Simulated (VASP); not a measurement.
Here is a VASP 6.6.1 calculation.

The input INCAR:

```
PREC = Accurate
ENCUT = 600
EDIFF = 1E-6
ISMEAR = 0
SIGMA = 0.1
LREAL = False
LASPH = True
NELM = 120
ALGO = Normal
ISIF = 2
LWAVE = False
LCHARG = False
GGA = PE
NBANDS = 20
GGA_COMPAT = False
```

The input KPOINTS:

```
Automatic mesh
0
Gamma
  4 6 6
```

File POSCAR:

```
Be7S
1.0
    6.7356639203      0.0000000000      0.0000000000
    0.0000000000      2.1929568382      2.6526958661
    0.0000000000     -2.1929568382      2.6526958661
Be S
7 1
Direct
    0.5000000000      0.7640507343      0.7640507343
    0.5000000000      0.2199426578      0.2199426578
    0.7003480504      0.7328276284      0.2513402377
    0.2996519496      0.7328276284      0.2513402377
    0.2996519496      0.2513402377      0.7328276284
    0.7003480504      0.2513402377      0.7328276284
    0.0000000000      0.5760255290      0.5760255290
    0.0000000000      0.9715909221      0.9715909221
```

Potentials or basis: VASP PAW PBE potentials, release 64 (Be, S).

The run is started by

```console
$ cat potpaw_PBE.64/Be/POTCAR potpaw_PBE.64/S/POTCAR > POTCAR
$ mpirun -np 1 vasp_std > vasp.out
```

(1) Predict the pressure.

(2) Predict the band gap on the k mesh.

(3) What does it give for the largest force?

Results:

(1) 0.1 GPa.

(2) zero (bands 10 and 11 overlap by 2.56 eV).

(3) 0.019 eV/Å.
